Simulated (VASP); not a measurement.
**Re: relaxation of cell and atoms with PBE**

The system is Re.

```
CELL_PARAMETERS angstrom
1.43269 0.82717 4.16271
-1.43269 0.82717 4.16271
0.00000 -1.65433 4.16271
ATOMIC_POSITIONS crystal
Re 0.23669 0.23669 0.23669
Re 0.76331 0.76331 0.76331
```

```yaml
Program: VASP 6.6.1
Task: relaxation of cell and atoms
Functional: PBE
Potentials_or_basis: VASP PAW PBE potentials, release 64 (Re)
Cutoff: 600 eV
k_mesh: 6 × 6 × 6
Occupations: gaussian, width 0.1 eV
Spin: no spin polarisation
Dipole_correction: no
Further_INCAR_settings: ALGO = Normal; EDIFF = 1e-07; IBRION = 2; EDIFFG = -0.04; NSW = 90; ISIF = 3
```

```
Relaxed volume                        : 14.99 Å³/atom
Relaxed cell                          : a = 4.808 Å, b = 4.808 Å, c = 4.808 Å, α = 33.40°, β = 33.40°, γ = 33.40°
Space group after relaxing (to 0.1 Å) : Fm-3m (No. 225)
Pressure after relaxing               : 0.0 GPa
Band gap on the k mesh                : zero (bands 7 and 8 overlap by 4.15 eV)
```

Stress tensor (GPa, compression positive):
```
-0.08  0.00  0.00
 0.00 -0.08  0.00
 0.00  0.00  0.09
```

Final structure:
```yaml
crystal:
  lattice:
    - [1.38141, 0.79756, 4.53531]
    - [-1.38141, 0.79756, 4.53531]
    - [0.00000, -1.59511, 4.53531]
  atoms:
    - { symbol: Re, position: [0.25000, 0.25000, 0.25000] }
    - { symbol: Re, position: [0.75000, 0.75000, 0.75000] }
```

Levels at points of the mesh, in eV from the Fermi level:
```
           k point  band 5  band 6  band 7  band 8  band 9  band 10
(0.00, 0.00, 0.00)   -1.71   -1.61   -1.61    0.34    1.45     1.45
(0.50, 0.00, 0.00)   -1.75   -1.75    0.44    0.44    4.19     4.19
(0.50, 0.50, 0.00)   -1.81    0.43    2.96    3.88    3.90     3.99
(0.50, 0.50, 0.50)   -1.17   -1.17   -1.17   -1.17    1.62     1.62
```

Wall time 4.6 min on 1 thread of Intel(R) Xeon(R) Platinum 8259CL CPU @ 2.50GHz (Skylake/Cascade Lake) (shared host), peak memory 0.22 GiB.

Caveat: the k points lie up to 0.44 Å⁻¹ apart in the final cell, too coarse for converged energies and pressures of a metal; spin-orbit coupling is left out, which moves the levels of the heavy elements.
